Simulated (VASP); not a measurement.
# YMn4 (Pm-3m) in VASP: single point with r2SCAN

Aim: the single point of YMn4 with r2SCAN.

All numbers are computed with VASP 6.6.1; they aren't measurements. Logs are shortened: lines on timing, memory, paths and dates and some standing lists are left out, and cuts for length are marked.

### 1 The cell of the first run

It takes space group Pm-3m (No. 221, cubic). The conventional cell has a = 4.273 Å, b = 4.273 Å, c = 4.273 Å, α = 90.00°, β = 90.00°, γ = 90.00°. Y (site symmetry m-3m) has 20 Mn at 3.02 to 3.70 Å within 4.0 Å. Mn (site symmetry m-3m) has 6 Mn at 2.14 Å within 2.8 Å. Mn (site symmetry 4/mmm) has 2 Mn at 2.14 Å within 2.8 Å.

### 2 Single point, r2SCAN

File POSCAR:

```
YMn4
1.0
    4.2733770000      0.0000000000      0.0000000000
    0.0000000000      4.2733770000      0.0000000000
    0.0000000000      0.0000000000      4.2733770000
Y Mn
1 4
Direct
    0.0000000000      0.0000000000      0.0000000000
    0.5000000000      0.5000000000      0.5000000000
    0.0000000000      0.5000000000      0.5000000000
    0.5000000000      0.0000000000      0.5000000000
    0.5000000000      0.5000000000      0.0000000000
```

File INCAR.step1:

```
PREC = Accurate
ENCUT = 520
ISMEAR = -1
SIGMA = 0.1
LREAL = F
LASPH = T
NELM = 100
NBANDS = 40
GGA = PE
ALGO = Normal
EDIFF = 1E-4
LWAVE = T
LCHARG = F
```

File INCAR.step2:

```
PREC = Accurate
ENCUT = 520
EDIFF = 1E-6
ISMEAR = -1
SIGMA = 0.1
LREAL = F
LASPH = T
NELM = 100
ALGO = Normal
ISIF = 2
LWAVE = F
LCHARG = F
METAGGA = R2SCAN
LMIXTAU = T
NBANDS = 40
ISTART = 1
```

File KPOINTS:

```
regular mesh
0
Gamma
  8 8 8
```

Potentials or basis: VASP PAW PBE potentials, release 64 (Y_sv, Mn_pv).

Command:

```bash
cat potpaw_PBE.64/Y_sv/POTCAR potpaw_PBE.64/Mn_pv/POTCAR > POTCAR
cp INCAR.step1 INCAR
mpirun -np 1 vasp_std > vasp.out
cp INCAR.step2 INCAR
mpirun -np 1 vasp_std > vasp.out
```

OUTCAR:

```text
PREC = Accurate
   ENCUT = 520
   EDIFF = 1E-6
   ISMEAR = -1
   LREAL = F
   LASPH = T
   NELM = 100
   ISIF = 2
   METAGGA = R2SCAN
   ISTART = 1

 ion  position               nearest neighbor table
   1  0.000  0.000  0.000-   3 3.02   4 3.02   5 3.02   3 3.02   4 3.02   3 3.02   5 3.02   3 3.02
                             4 3.02   5 3.02   4 3.02   5 3.02   2 3.70   2 3.70   2 3.70   2 3.70
   2  0.500  0.500  0.500-   3 2.14   4 2.14   5 2.14   5 2.14   4 2.14   3 2.14   1 3.70   1 3.70
                             1 3.70   1 3.70   1 3.70   1 3.70   1 3.70   1 3.70
   3  0.000  0.500  0.500-   2 2.14   2 2.14   4 3.02   5 3.02   1 3.02   5 3.02   1 3.02   4 3.02
                             1 3.02   1 3.02   4 3.02   5 3.02   5 3.02   4 3.02
   4  0.500  0.000  0.500-   2 2.14   2 2.14   3 3.02   5 3.02   1 3.02   5 3.02   1 3.02   3 3.02
                             5 3.02   5 3.02   1 3.02   3 3.02   1 3.02   3 3.02
   5  0.500  0.500  0.000-   2 2.14   2 2.14   3 3.02   4 3.02   1 3.02   3 3.02   4 3.02   1 3.02
                             4 3.02   4 3.02   1 3.02   3 3.02   3 3.02   1 3.02

  LATTYP: Found a simple cubic cell.
 ALAT       =     4.2733770000

  Lattice vectors:

 A1 = (   4.2733770000,   0.0000000000,   0.0000000000)
 A2 = (   0.0000000000,   4.2733770000,   0.0000000000)
 A3 = (   0.0000000000,   0.0000000000,   4.2733770000)

Analysis of symmetry for initial positions (statically):
=====================================================================
 Subroutine PRICEL returns:
 Original cell was already a primitive cell.

 Routine SETGRP: Setting up the symmetry group for a
 simple cubic supercell.

 Subroutine GETGRP returns: Found 48 space group operations
 (whereof 48 operations were pure point group operations)
 out of a pool of 48 trial point group operations.

The static configuration has the point symmetry O_h .

Analysis of symmetry for dynamics (positions and initial velocities):
=====================================================================
 Subroutine PRICEL returns:
 Original cell was already a primitive cell.

 Routine SETGRP: Setting up the symmetry group for a
 simple cubic supercell.

 Subroutine GETGRP returns: Found 48 space group operations
 (whereof 48 operations were pure point group operations)
 out of a pool of 48 trial point group operations.

The dynamic configuration has the point symmetry O_h .

 Subroutine INISYM returns: Found 48 space group operations
 (whereof 48 operations are pure point group operations),
 and found     1 'primitive' translations

----------------------------------------------------------------------------------------

                                     Primitive cell

  volume of cell :      78.0393

  direct lattice vectors                    reciprocal lattice vectors
     4.273377000  0.000000000  0.000000000     0.234006969  0.000000000  0.000000000
     0.000000000  4.273377000  0.000000000     0.000000000  0.234006969  0.000000000
     0.000000000  0.000000000  4.273377000     0.000000000  0.000000000  0.234006969

  length of vectors
     4.273377000  4.273377000  4.273377000     0.234006969  0.234006969  0.234006969

  position of ions in fractional coordinates (direct lattice)
     0.000000000  0.000000000  0.000000000
     0.500000000  0.500000000  0.500000000
     0.000000000  0.500000000  0.500000000
     0.500000000  0.000000000  0.500000000
     0.500000000  0.500000000  0.000000000

  ion indices of the primitive-cell ions
   primitive index   ion index
                 1           1
                 2           2
                 3           3
                 4           4
                 5           5

----------------------------------------------------------------------------------------

 KPOINTS: regular mesh

Automatic generation of k-mesh.
 Grid dimensions read from file:
 generate k-points for:    8    8    8

 Generating k-lattice:

  Cartesian coordinates                     Fractional coordinates (reciprocal lattice)
     0.029250871  0.000000000  0.000000000     0.125000000  0.000000000  0.000000000
     0.000000000  0.029250871  0.000000000     0.000000000  0.125000000  0.000000000
     0.000000000  0.000000000  0.029250871     0.000000000  0.000000000  0.125000000

  Length of vectors
     0.029250871  0.029250871  0.029250871

  Shift w.r.t. Gamma in fractional coordinates (k-lattice)
     0.000000000  0.000000000  0.000000000

 Subroutine IBZKPT returns following result:
 ===========================================

 Found     35 irreducible k-points:

 Following reciprocal coordinates:
            Coordinates               Weight
  0.000000  0.000000  0.000000      1.000000
  0.125000  0.000000  0.000000      6.000000
  0.250000  0.000000  0.000000      6.000000
  0.375000  0.000000  0.000000      6.000000
  0.500000  0.000000  0.000000      3.000000
  0.125000  0.125000  0.000000     12.000000
[... 16 lines left out ...]
  0.375000  0.375000  0.125000     24.000000
  0.500000  0.375000  0.125000     24.000000
 [... further k-points ...]
   k-points           NKPTS =     35   k-points in BZ     NKDIM =     35   number of bands    NBANDS=     40
   number of dos      NEDOS =    301   number of ions     NIONS =      5
   total plane-waves  NPLWV =  32768
   dimension x,y,z NGX =    32 NGY =   32 NGZ =   32
   dimension x,y,z NGXF=    64 NGYF=   64 NGZF=   64
   ions per type =               1   4
   NGX,Y,Z   is equivalent  to a cutoff of  12.45, 12.45, 12.45 a.u.
   NGXF,Y,Z  is equivalent  to a cutoff of  24.90, 24.90, 24.90 a.u.
 SYSTEM =  unknown system
   PREC   = accura    normal or accurate (medium, high low for compatibility)
   ISTART =      1    job   : 0-new  1-cont  2-samecut
   ICHARG =      0    charge: 1-file 2-atom 10-const
   ISPIN  =      1    spin polarized calculation?
   LNONCOLLINEAR =      F non collinear calculations
   LSORBIT =      F    spin-orbit coupling
   LASPH  =      T    aspherical Exc in radial PAW
   ENCUT  =  520.0 eV  38.22 Ry    6.18 a.u.   7.95  7.95  7.95*2*pi/ulx,y,z
   NELM   =    100;   NELMIN=  2; NELMDL=  0     # of ELM steps
   EDIFF  = 0.1E-05   stopping-criterion for ELM
   LREAL  =      F    real-space projection
   EDIFFG = 0.1E-04   stopping-criterion for IOM
   NSW    =      0    number of steps for IOM
   IBRION =     -1    ionic relax: 0-MD 1-quasi-New 2-CG
   NFREE  =      0    steps in history (QN), initial steepest desc. (CG)
   ISIF   =      2    stress and relaxation
   ISYM   =      2    0-nonsym 1-usesym 2-fastsym
   POTIM  = 0.5000    time-step for ionic-motion
   TEBEG  =    0.0;   TEEND  =   0.0 temperature during run
   PSTRESS=    0.0 pullay stress
   NELECT =      63.0000    total number of electrons
   NUPDOWN=      -1.0000    fix difference up-down
   EMIN   =  10.00;   EMAX   =-10.00  energy-range for DOS
   EFERMI =   0.00;   METHOD = LEGACY
   ISMEAR =    -1;   SIGMA  =   0.10  broadening in eV -4-tet -1-fermi 0-gaus
   EFERMI_NEDOS =   21; number of points for ismear=-14 and -15
   IALGO  =     38    algorithm
   IMIX   =      4    mixing-type and parameters
     AMIX     =   0.40;   BMIX     =  1.00
     AMIX_MAG =   1.60;   BMIX_MAG =  1.00
  volume/ion in A,a.u.               =      15.61       105.33
  Fermi-wavevector in a.u.,A,eV,Ry     =   1.524347  2.880598 31.614952  2.323633
  Thomas-Fermi vector in A             =   2.632666
   LORBIT       =      0    0 simple, 1 ext, 2 COOP (PROOUT), +10 PAW based schemes
   METAGGA = R2SCAN    functional components
   LHFCALC =     F    Hartree Fock is set to
   AEXX    =    0.0000 exact exchange contribution
   IVDW    =     0    specifies the selected vdW correction
   LEPSILON=     F    determine dielectric tensor
   LRPA    =     F    only Hartree local field effects (RPA)
 non-spin polarized calculation
  energy-cutoff  :      520.00
  volume of cell :       78.04
 maximum number of plane-waves:      2176
 NGX is ok and might be reduce to    32
   NGX = 15   NGY = 15   NGZ = 15

 number of electron      63.0000135 magnetization

 Free energy of the ion-electron system (eV)
  ---------------------------------------------------
  ext. energy  EPLUGINS =         0.00000000
  ---------------------------------------------------
  free energy    TOTEN  =       -74.63985740 eV

  energy without entropy =      -74.44378327  energy(sigma->0) =      -74.54182033

 E-fermi :   6.6793     XC(G=0): -12.9398

 val. band max:        6.6761336008   @ k =   0.5000   0.5000   0.2500
 cond. band min:       6.6881689761   @ k =   0.5000   0.5000   0.0000
 fundamental gap:      0.0120353754
 Fermi energy:         6.6793056246

 k-point     1 :       0.0000    0.0000    0.0000
  band No.  band energies     occupation
      1     -44.1563      2.00000
      2     -44.1563      2.00000
      3     -44.1563      2.00000
      4     -42.6582      2.00000
      5     -42.6582      2.00000
      6     -42.6582      2.00000
[... 32 lines left out ...]
     39       8.5692      0.00000
     40       8.5693      0.00000

 k-point     2 :       0.1250    0.0000    0.0000
  band No.  band energies     occupation
      1     -44.1556      2.00000
      2     -44.1556      2.00000
      3     -44.1037      2.00000
      4     -42.6998      2.00000
      5     -42.6563      2.00000
      6     -42.6563      2.00000
[... 32 lines left out ...]
     39       8.8196      0.00000
     40       8.8197      0.00000

 k-point     3 :       0.2500    0.0000    0.0000
  band No.  band energies     occupation
      1     -44.1539      2.00000
      2     -44.1539      2.00000
      3     -43.9549      2.00000
      4     -42.8459      2.00000
      5     -42.6514      2.00000
      6     -42.6514      2.00000
[... 32 lines left out ...]
     39       8.9672      0.00000
     40       8.9672      0.00000

 k-point     4 :       0.3750    0.0000    0.0000
  band No.  band energies     occupation
      1     -44.1523      2.00000
      2     -44.1523      2.00000
      3     -43.7420      2.00000
      4     -43.0662      2.00000
      5     -42.6454      2.00000
      6     -42.6454      2.00000
[... 32 lines left out ...]
     39       8.7335      0.00000
     40       8.7335      0.00000
[... 772 lines left out ...]
     39       8.8390      0.00000
     40       9.0633      0.00000

 k-point    23 :       0.3750    0.3750    0.1250
  band No.  band energies     occupation
      1     -44.0956      2.00000
      2     -43.7406      2.00000
      3     -43.7310      2.00000
      4     -43.0798      2.00000
      5     -43.0467      2.00000
      6     -42.6766      2.00000
[... 32 lines left out ...]
     39       8.4314      0.00000
     40       8.8389      0.00000

 k-point    24 :       0.5000    0.3750    0.1250
  band No.  band energies     occupation
      1     -44.0949      2.00000
      2     -43.7350      2.00000
      3     -43.5805      2.00000
      4     -43.2254      2.00000
      5     -43.0604      2.00000
      6     -42.6739      2.00000
[... 32 lines left out ...]
     39       8.5238      0.00000
     40       8.5710      0.00000

 [... further k-points ...]
[... 5 lines left out ...]
  --------------------------------------------------------------------------------------
  -------------------------------------------------------------------------------------
  Total       -1.7765802     -1.7765802     -1.7765802      0.0000000      0.0000000     -0.0000000
  in kB      -36.4738638    -36.4738638    -36.4738638      0.0000000      0.0000000     -0.0000000
  external PRESSURE =     -36.4738638 kB  Pullay stress =       0.0000000 kB

 VOLUME and BASIS-vectors are now :
 -----------------------------------------------------------------------------
  energy-cutoff  :      520.00
  volume of cell :       78.04
      direct lattice vectors                 reciprocal lattice vectors
     4.273377000  0.000000000  0.000000000     0.234006969  0.000000000  0.000000000
     0.000000000  4.273377000  0.000000000     0.000000000  0.234006969  0.000000000
     0.000000000  0.000000000  4.273377000     0.000000000  0.000000000  0.234006969

 POSITION                                       TOTAL-FORCE (eV/Angst)
 -----------------------------------------------------------------------------------
      0.00000      0.00000      0.00000         0.000000      0.000000      0.000000
      2.13669      2.13669      2.13669         0.000000      0.000000      0.000000
      0.00000      2.13669      2.13669         0.000000      0.000000      0.000000
      2.13669      0.00000      2.13669         0.000000      0.000000      0.000000
      2.13669      2.13669      0.00000         0.000000      0.000000      0.000000
 -----------------------------------------------------------------------------------
    total drift:                                0.000000     -0.000000     -0.000000

  FREE ENERGIE OF THE ION-ELECTRON SYSTEM (eV)
  ---------------------------------------------------
  free  energy   TOTEN  =       -74.6398573991 eV

  energy  without entropy=      -74.4437832679  energy(sigma->0) =      -74.54182033
```

It took 9.9 min on 1 thread of AMD EPYC 7R13, shared host; peak memory 0.23 GiB.

What came out:

```
Free energy : -74.6399 eV
Pressure    : -3.6 GPa
```

Caveat: the PAW data sets were made with another functional, which shifts forces and pressure a little.
